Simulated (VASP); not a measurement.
# Be2C3 (R-3m) in VASP: single point with PBE

Aim: the single point of Be2C3 with PBE.

Everything below comes from runs of VASP 6.6.1. Logs are shortened: lines on timing, memory, paths and dates and some standing lists are left out, and cuts for length are marked.

## Step 1: The cell of the first run

Symmetry: R-3m, No. 166, trigonal system. The conventional cell has a = 2.680 Å, b = 2.680 Å, c = 23.486 Å, α = 90.00°, β = 90.00°, γ = 120.00°. Be (site symmetry 3m) has 3 C at 1.66 Å and 3 Be at 1.96 Å within 2.2 Å. C (site symmetry -3m) has 6 Be at 1.66 Å within 2.2 Å. C (site symmetry 3m) has 3 C at 1.55 Å within 2.1 Å.

## Step 2: Single point, PBE

Input file INCAR:

```
SYSTEM = Be2C3
ALGO = Normal ; EDIFF = 1E-7
ENCUT = 520 ; GGA = PE
ISIF = 2 ; ISMEAR = 0
LASPH = .TRUE. ; LCHARG = .TRUE.
LELF = .TRUE. ; LREAL = .FALSE.
LVHAR = .TRUE. ; LWAVE = .FALSE.
NBANDS = 16 ; NELM = 60
PREC = Accurate ; SIGMA = 0.1
```

Input file KPOINTS:

```
k-points
0
G
  6 6 6
  0 0 0
```

Input file POSCAR:

```
Be2C3
1.0
    1.3401227071      0.7737202057      7.8287805291
   -1.3401227071      0.7737202057      7.8287805291
    0.0000000000     -1.5474404114      7.8287805291
Be C
2 3
Direct
    0.3589917266      0.3589917266      0.3589917266
    0.6410082734      0.6410082734      0.6410082734
    0.0000000000      0.0000000000      0.0000000000
    0.1666543556      0.1666543556      0.1666543556
    0.8333456444      0.8333456444      0.8333456444
```

Potentials or basis: VASP PAW PBE potentials, release 64 (Be, C).

Command:

```sh
$ cat potpaw_PBE.64/Be/POTCAR potpaw_PBE.64/C/POTCAR > POTCAR
$ mpirun -np 1 vasp_std > vasp.out
```

OUTCAR:

```text
SYSTEM = Be2C3
   EDIFF = 1E-7
   ENCUT = 520
   GGA = PE
   ISIF = 2
   ISMEAR = 0
   LASPH = .TRUE.
   LREAL = .FALSE.
   NELM = 60
   PREC = Accurate

 ion  position               nearest neighbor table
   1  0.359  0.359  0.359-   3 1.66   3 1.66   3 1.66   2 1.96   2 1.96   2 1.96
   2  0.641  0.641  0.641-   3 1.66   3 1.66   3 1.66   1 1.96   1 1.96   1 1.96
   3  0.000  0.000  0.000-   2 1.66   2 1.66   1 1.66   1 1.66   2 1.66   1 1.66
   4  0.167  0.167  0.167-   5 1.55   5 1.55   5 1.55
   5  0.833  0.833  0.833-   4 1.55   4 1.55   4 1.55

  LATTYP: Found a trigonal (rhomboedric) cell.
 ALAT       =     7.9802491440
 COS(alpha) =     0.9435990749

  Lattice vectors:

 A1 = (   1.3401227071,   0.7737202057,   7.8287805291)
 A2 = (  -1.3401227071,   0.7737202057,   7.8287805291)
 A3 = (   0.0000000000,  -1.5474404114,   7.8287805291)

Analysis of symmetry for initial positions (statically):
=====================================================================
 Subroutine PRICEL returns:
 Original cell was already a primitive cell.

 Routine SETGRP: Setting up the symmetry group for a
 trigonal (rhombohedral) supercell.

 Subroutine GETGRP returns: Found 12 space group operations
 (whereof 12 operations were pure point group operations)
 out of a pool of 12 trial point group operations.

The static configuration has the point symmetry D_3d.

Analysis of symmetry for dynamics (positions and initial velocities):
=====================================================================
 Subroutine PRICEL returns:
 Original cell was already a primitive cell.

 Routine SETGRP: Setting up the symmetry group for a
 trigonal (rhombohedral) supercell.

 Subroutine GETGRP returns: Found 12 space group operations
 (whereof 12 operations were pure point group operations)
 out of a pool of 12 trial point group operations.

The dynamic configuration has the point symmetry D_3d.

 Subroutine INISYM returns: Found 12 space group operations
 (whereof 12 operations are pure point group operations),
 and found     1 'primitive' translations

----------------------------------------------------------------------------------------

                                     Primitive cell

  volume of cell :      48.7050

  direct lattice vectors                    reciprocal lattice vectors
     1.340122707  0.773720206  7.828780529     0.373100163  0.215409479  0.042577938
    -1.340122707  0.773720206  7.828780529    -0.373100163  0.215409479  0.042577938
     0.000000000 -1.547440411  7.828780529     0.000000000 -0.430818959  0.042577938

  length of vectors
     7.980249144  7.980249144  7.980249144     0.432917840  0.432917840  0.432917840

  position of ions in fractional coordinates (direct lattice)
     0.358991727  0.358991727  0.358991727
     0.641008273  0.641008273  0.641008273
     0.000000000  0.000000000  0.000000000
     0.166654356  0.166654356  0.166654356
     0.833345644  0.833345644  0.833345644

  ion indices of the primitive-cell ions
   primitive index   ion index
                 1           1
                 2           2
                 3           3
                 4           4
                 5           5

----------------------------------------------------------------------------------------

 KPOINTS: k-points

Automatic generation of k-mesh.
 Grid dimensions read from file:
 generate k-points for:    6    6    6

 Generating k-lattice:

  Cartesian coordinates                     Fractional coordinates (reciprocal lattice)
     0.062183360  0.035901580  0.007096323     0.166666667  0.000000000  0.000000000
    -0.062183360  0.035901580  0.007096323     0.000000000  0.166666667  0.000000000
     0.000000000 -0.071803160  0.007096323     0.000000000  0.000000000  0.166666667

  Length of vectors
     0.072152973  0.072152973  0.072152973

  Shift w.r.t. Gamma in fractional coordinates (k-lattice)
     0.000000000  0.000000000  0.000000000

 Subroutine IBZKPT returns following result:
 ===========================================

 Found     32 irreducible k-points:

 Following reciprocal coordinates:
            Coordinates               Weight
  0.000000  0.000000  0.000000      1.000000
  0.166667 -0.000000 -0.000000      6.000000
  0.333333  0.000000  0.000000      6.000000
  0.500000  0.000000 -0.000000      3.000000
  0.166667  0.166667 -0.000000      6.000000
  0.333333  0.166667 -0.000000     12.000000
[... 16 lines left out ...]
  0.500000  0.500000  0.166667      6.000000
 -0.333333  0.500000  0.166667     12.000000
 [... further k-points ...]
   k-points           NKPTS =     32   k-points in BZ     NKDIM =     32   number of bands    NBANDS=     16
   number of dos      NEDOS =    301   number of ions     NIONS =      5
   total plane-waves  NPLWV = 216000
   dimension x,y,z NGX =    60 NGY =   60 NGZ =   60
   dimension x,y,z NGXF=   120 NGYF=  120 NGZF=  120
   ions per type =               2   3
   NGX,Y,Z   is equivalent  to a cutoff of  12.50, 12.50, 12.50 a.u.
   NGXF,Y,Z  is equivalent  to a cutoff of  25.00, 25.00, 25.00 a.u.
 SYSTEM =  Be2C3
   PREC   = accura    normal or accurate (medium, high low for compatibility)
   ISTART =      0    job   : 0-new  1-cont  2-samecut
   ICHARG =      2    charge: 1-file 2-atom 10-const
   ISPIN  =      1    spin polarized calculation?
   LNONCOLLINEAR =      F non collinear calculations
   LSORBIT =      F    spin-orbit coupling
   LASPH  =      T    aspherical Exc in radial PAW
   ENCUT  =  520.0 eV  38.22 Ry    6.18 a.u.  14.84 14.84 14.84*2*pi/ulx,y,z
   NELM   =     60;   NELMIN=  2; NELMDL= -5     # of ELM steps
   EDIFF  = 0.1E-06   stopping-criterion for ELM
   LREAL  =      F    real-space projection
   EDIFFG = 0.1E-05   stopping-criterion for IOM
   NSW    =      0    number of steps for IOM
   IBRION =     -1    ionic relax: 0-MD 1-quasi-New 2-CG
   NFREE  =      0    steps in history (QN), initial steepest desc. (CG)
   ISIF   =      2    stress and relaxation
   ISYM   =      2    0-nonsym 1-usesym 2-fastsym
   POTIM  = 0.5000    time-step for ionic-motion
   TEBEG  =    0.0;   TEEND  =   0.0 temperature during run
   PSTRESS=    0.0 pullay stress
   NELECT =      16.0000    total number of electrons
   NUPDOWN=      -1.0000    fix difference up-down
   EMIN   =  10.00;   EMAX   =-10.00  energy-range for DOS
   EFERMI =   0.00;   METHOD = LEGACY
   ISMEAR =     0;   SIGMA  =   0.10  broadening in eV -4-tet -1-fermi 0-gaus
   EFERMI_NEDOS =   21; number of points for ismear=-14 and -15
   IALGO  =     38    algorithm
   IMIX   =      4    mixing-type and parameters
     AMIX     =   0.40;   BMIX     =  1.00
     AMIX_MAG =   1.60;   BMIX_MAG =  1.00
  volume/ion in A,a.u.               =       9.74        65.74
  Fermi-wavevector in a.u.,A,eV,Ry     =   1.129597  2.134629 17.360890  1.275989
  Thomas-Fermi vector in A             =   2.266291
   LORBIT       =      0    0 simple, 1 ext, 2 COOP (PROOUT), +10 PAW based schemes
   GGA     = PE    functional components
   LHFCALC =     F    Hartree Fock is set to
   AEXX    =    0.0000 exact exchange contribution
   IVDW    =     0    specifies the selected vdW correction
   LEPSILON=     F    determine dielectric tensor
   LRPA    =     F    only Hartree local field effects (RPA)
 non-spin polarized calculation
 Gauss-broadening in eV      SIGMA  =   0.10
  energy-cutoff  :      520.00
  volume of cell :       48.71
 maximum number of plane-waves:      1331
   NGX = 29   NGY = 29   NGZ = 29

 number of electron      15.9999999 magnetization

 Free energy of the ion-electron system (eV)
  ---------------------------------------------------
  ext. energy  EPLUGINS =         0.00000000
  ---------------------------------------------------
  free energy    TOTEN  =       -32.89898492 eV

  energy without entropy =      -32.89735328  energy(sigma->0) =      -32.89816910

 E-fermi :   4.3043     XC(G=0):  -9.5107

 val. band max:        4.2078355885   @ k =   0.0000   0.0000   0.0000
 cond. band min:       4.4460982545   @ k =   0.1667   0.1667   0.1667
 fundamental gap:      0.2382626660
 Fermi energy:         4.3042680205

 k-point     1 :       0.0000    0.0000    0.0000
  band No.  band energies     occupation
      1     -14.1743      2.00000
      2      -9.6923      2.00000
      3      -3.1618      2.00000
      4      -0.7622      2.00000
      5       0.4285      2.00000
      6       0.4285      2.00000
[... 8 lines left out ...]
     15      12.4763      0.00000
     16      12.4763      0.00000

 k-point     2 :       0.1667   -0.0000   -0.0000
  band No.  band energies     occupation
      1     -13.6120      2.00000
      2      -9.2249      2.00000
      3      -2.5185      2.00000
      4      -1.6839      2.00000
      5      -0.4506      2.00000
      6      -0.3294      2.00000
[... 8 lines left out ...]
     15      13.3936      0.00000
     16      14.5726      0.00000

 k-point     3 :       0.3333    0.0000    0.0000
  band No.  band energies     occupation
      1     -11.9667      2.00000
      2      -7.8889      2.00000
      3      -5.4667      2.00000
      4      -1.7346      2.00000
      5      -1.2870      2.00000
      6      -0.4743      2.00000
[... 8 lines left out ...]
     15      15.3294      0.00000
     16      16.2628      0.00000

 k-point     4 :       0.5000    0.0000   -0.0000
  band No.  band energies     occupation
      1      -9.9419      2.00000
      2      -8.3271      2.00000
      3      -6.5883      2.00000
      4      -3.2624      2.00000
      5      -2.2463      2.00000
      6       1.2900      2.00000
[... 8 lines left out ...]
     15      15.0794      0.00000
     16      16.0841      0.00000
[... 324 lines left out ...]
 k-point    22 :      -0.1667    0.3333    0.1667
  band No.  band energies     occupation
      1     -10.4268      2.00000
      2      -7.0575      2.00000
      3      -6.7499      2.00000
      4      -3.6287      2.00000
      5      -2.2743      2.00000
      6       0.2632      2.00000
[... 8 lines left out ...]
     15      15.1511      0.00000
     16      15.9665      0.00000

 k-point    23 :       0.5000    0.5000    0.1667
  band No.  band energies     occupation
      1     -11.9664      2.00000
      2      -7.8924      2.00000
      3      -5.4667      2.00000
      4      -1.7347      2.00000
      5      -1.2059      2.00000
      6      -0.4554      2.00000
[... 8 lines left out ...]
     15      15.9785      0.00000
     16      16.2831      0.00000

 k-point    24 :      -0.3333    0.5000    0.1667
  band No.  band energies     occupation
      1     -10.4265      2.00000
      2      -7.0582      2.00000
      3      -6.7516      2.00000
      4      -3.6287      2.00000
      5      -2.2721      2.00000
      6       0.2956      2.00000
[... 8 lines left out ...]
     15      14.6358      0.00000
     16      15.8179      0.00000

 [... further k-points ...]
[... 5 lines left out ...]
  --------------------------------------------------------------------------------------
  -------------------------------------------------------------------------------------
  Total        0.1524152      0.1524152      0.1293534      0.0000000     -0.0000000      0.0000000
  in kB        5.0137774      5.0137774      4.2551471      0.0000000     -0.0000000      0.0000000
  external PRESSURE =       4.7609006 kB  Pullay stress =       0.0000000 kB

 VOLUME and BASIS-vectors are now :
 -----------------------------------------------------------------------------
  energy-cutoff  :      520.00
  volume of cell :       48.71
      direct lattice vectors                 reciprocal lattice vectors
     1.340122707  0.773720206  7.828780529     0.373100163  0.215409479  0.042577938
    -1.340122707  0.773720206  7.828780529    -0.373100163  0.215409479  0.042577938
     0.000000000 -1.547440411  7.828780529     0.000000000 -0.430818959  0.042577938

 POSITION                                       TOTAL-FORCE (eV/Angst)
 -----------------------------------------------------------------------------------
      0.00000      0.00000      8.43140         0.000000     -0.000000      0.056543
      0.00000      0.00000     15.05494         0.000000      0.000000     -0.056543
      0.00000      0.00000      0.00000         0.000000      0.000000     -0.000000
      0.00000      0.00000      3.91410         0.000000      0.000000      0.005818
      0.00000      0.00000     19.57224         0.000000     -0.000000     -0.005818
 -----------------------------------------------------------------------------------
    total drift:                                0.000000     -0.000000      0.000000

  FREE ENERGIE OF THE ION-ELECTRON SYSTEM (eV)
  ---------------------------------------------------
  free  energy   TOTEN  =       -32.8989849220 eV

  energy  without entropy=      -32.8973532793  energy(sigma->0) =      -32.89816910
```

Run time: 3.6 min. Hardware: 1 thread of Intel Xeon Platinum 8259CL at 2.50GHz (Skylake/Cascade Lake), shared host; peak memory 0.44 GiB.

Results:

```
Free energy            : -32.8990 eV
Pressure               : 0.5 GPa
Largest force          : 0.057 eV/Å
Band gap on the k mesh : zero (band 8 reaches 5.44 eV, above the bottom of band 9 at 3.45 eV)
```

Forces on the atoms (eV/Å):
```
Be   0.000  0.000  0.057
Be   0.000  0.000 -0.057
C    0.000  0.000  0.000
C    0.000  0.000  0.006
C    0.000  0.000 -0.006
```

Stress tensor (GPa, compression positive):
```
0.50 0.00 0.00
0.00 0.50 0.00
0.00 0.00 0.43
```

Caveat: the k points lie up to 0.45 Å⁻¹ apart.
